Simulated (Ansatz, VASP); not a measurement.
One calculation of KMgF3, two programs

```
K Mg F
1.0
     4.05251    0.00000    0.00000
     0.00000    4.05251    0.00000
     0.00000    0.00000    4.05251
K Mg F
1 1 3
Direct
  0.50000 0.50000 0.50000
  0.00000 0.00000 0.00000
  0.00000 0.50000 0.00000
  0.00000 0.00000 0.50000
  0.50000 0.00000 0.00000
```

Alike in both runs: task relaxation of cell and atoms; functional PBE; k mesh 6 × 6 × 6; occupations gaussian, width 0.02 eV; no spin polarisation.

```csv
,VASP,Ansatz
version,VASP 6.6.1,Ansatz 0.2.0
potentials or method,"VASP PAW PBE potentials, release 64 (K_sv, Mg, F), cutoff 600 eV","scalar-relativistic, plane waves, PAW"
valence electrons in the cell,32,40
```

|  | VASP | Ansatz | Ansatz less VASP |
| --- | --- | --- | --- |
| gap on the k mesh at the Fermi level, each at its own relaxed structure (eV) | 6.98 | 6.96 | -0.015 |
| relaxed volume (Å³/atom) | 13.24 | 13.32 | +0.080 |
| relaxed cell length with the largest relative difference (Å) | 4.045 | 4.053 | +0.0082 |

VASP's potentials hold 32 valence electrons a cell and Ansatz's 40, so a difference there can come from the potentials and not from the codes.
